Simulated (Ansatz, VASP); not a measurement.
Given: the input of a run of Ansatz 0.2.0 on ZnS.

File input.yaml:

```yaml
crystal:
  lattice:
    - [0.0, 2.702, 2.702]
    - [2.702, 0.0, 2.702]
    - [2.702, 2.702, 0.0]
  atoms:
    - { symbol: Zn, position: [0.75, 0.75, 0.75] }
    - { symbol: S, position: [0.0, 0.0, 0.0] }
hamiltonian:
  xc: pbe
  pseudopotentials: { kind: paw }
kpoints:
  mp_grid: { grid: [9, 9, 9] }
scf:
  occupations: { method: fermi_dirac, width: 0.05 }
output:
  forces: true
  stress: true
relax:
  f_tol: 0.01
  max_steps: 40
  cell: { stress_tol: 0.05 }
```

Potentials or basis: Ansatz PAW.

The run is started by

```bash
$ ansatz run input.yaml --threads 2 --pin off --max-ram 5120MiB --backend cpu --events-out ev --progress --plain --runs-dir out
```

Question: Set up the same calculation for VASP 6.6.1. Potentials there: VASP PAW PBE potentials, release 64 (Zn, S).

Answer: As run (the cutoff follows the program's own potentials):

The input INCAR:

```
SYSTEM = ZnS
ALGO     = Normal         ! electronic algorithm
EDIFF    = 1E-7           ! SCF threshold, eV
EDIFFG   = -0.01          ! ionic threshold
ENCUT    = 600            ! plane-wave cutoff, eV
GGA      = PE             ! functional
IBRION   = 2              ! ionic algorithm
ISIF     = 3              ! what is computed and relaxed
ISMEAR   = -1             ! smearing method
LASPH    = .TRUE.         ! aspherical terms in the spheres
LCHARG   = .FALSE.        ! write CHGCAR
LREAL    = .FALSE.        ! projectors in reciprocal space
LWAVE    = .FALSE.        ! write WAVECAR
NELM     = 80             ! most SCF steps
NSW      = 60             ! ionic steps
PREC     = Accurate       ! precision mode
SIGMA    = 0.05           ! smearing width, eV
```

Contents of KPOINTS:

```
k-points
0
G
  9 9 9
  0 0 0
```

POSCAR

```
ZnS
1.0
    0.0000000000      2.7020000000      2.7020000000
    2.7020000000      0.0000000000      2.7020000000
    2.7020000000      2.7020000000      0.0000000000
Zn S
1 1
Direct
    0.7500000000      0.7500000000      0.7500000000
    0.0000000000      0.0000000000      0.0000000000
```

Potentials or basis: VASP PAW PBE potentials, release 64 (Zn, S).

Command:

```bash
$ cat potpaw_PBE.64/Zn/POTCAR potpaw_PBE.64/S/POTCAR > POTCAR
$ mpirun -np 1 vasp_std > vasp.out
```

Both were run:

|  | VASP | Ansatz | Ansatz less VASP |
| --- | --- | --- | --- |
| relaxed volume (Å³/atom) | 20.20 | 20.16 | -0.047 |
| relaxed cell length with the largest relative difference (Å) | 3.852 | 3.849 | -0.0030 |

Noted on Ansatz's run: odd divisions of the mesh miss points on the zone boundary, where band edges often lie, so the gap on the mesh can be too wide; the plane-wave basis is chosen anew once the cell has moved, so the energies of steps on either side of that aren't comparable.
